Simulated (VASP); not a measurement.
A run of VASP 6.6.1 is set up as follows.

Contents of POSCAR:

```
Ti
1.0
    0.0000000000      2.0300000000      2.0604500000
    2.0300000000      0.0000000000      2.0604500000
    2.0300000000      2.0300000000      0.0000000000
Ti
1
Direct
    0.0000000000      0.0000000000      0.0000000000
```

INCAR.step1

```
PREC = Accurate
ENCUT = 520
ISMEAR = 0
SIGMA = 0.15
LREAL = F
LASPH = T
NELM = 100
NBANDS = 12
GGA = PE
ALGO = Normal
EDIFF = 1E-4
LWAVE = T
LCHARG = F
```

INCAR.step2

```
PREC = Accurate
ENCUT = 520
EDIFF = 1E-6
ISMEAR = 0
SIGMA = 0.15
LREAL = F
LASPH = T
NELM = 100
ALGO = Normal
ISIF = 2
LWAVE = F
LCHARG = T
METAGGA = R2SCAN
LMIXTAU = T
LELF = T
LVHAR = T
NBANDS = 12
ISTART = 1
```

Contents of KPOINTS:

```
Automatic mesh
0
Gamma
  20 20 20
```

Potentials or basis: VASP PAW PBE potentials, release 64 (Ti_sv).

Run with:

```bash
$ cat potpaw_PBE.64/Ti_sv/POTCAR > POTCAR
$ cp INCAR.step1 INCAR
$ mpirun -np 1 vasp_std > vasp.out
$ cp INCAR.step2 INCAR
$ mpirun -np 1 vasp_std > vasp.out
```

(1) What does it give for the pressure?

(2) Predict the band gap on the k mesh.

Answers

(1) 3.0 GPa.

(2) zero (bands 6 and 7 overlap by 1.43 eV).

Caveat: the cell differs from its parent crystal (strain +0.000 along x and y, +0.015 along z); the PAW data sets were made with another functional, which shifts forces and pressure a little.
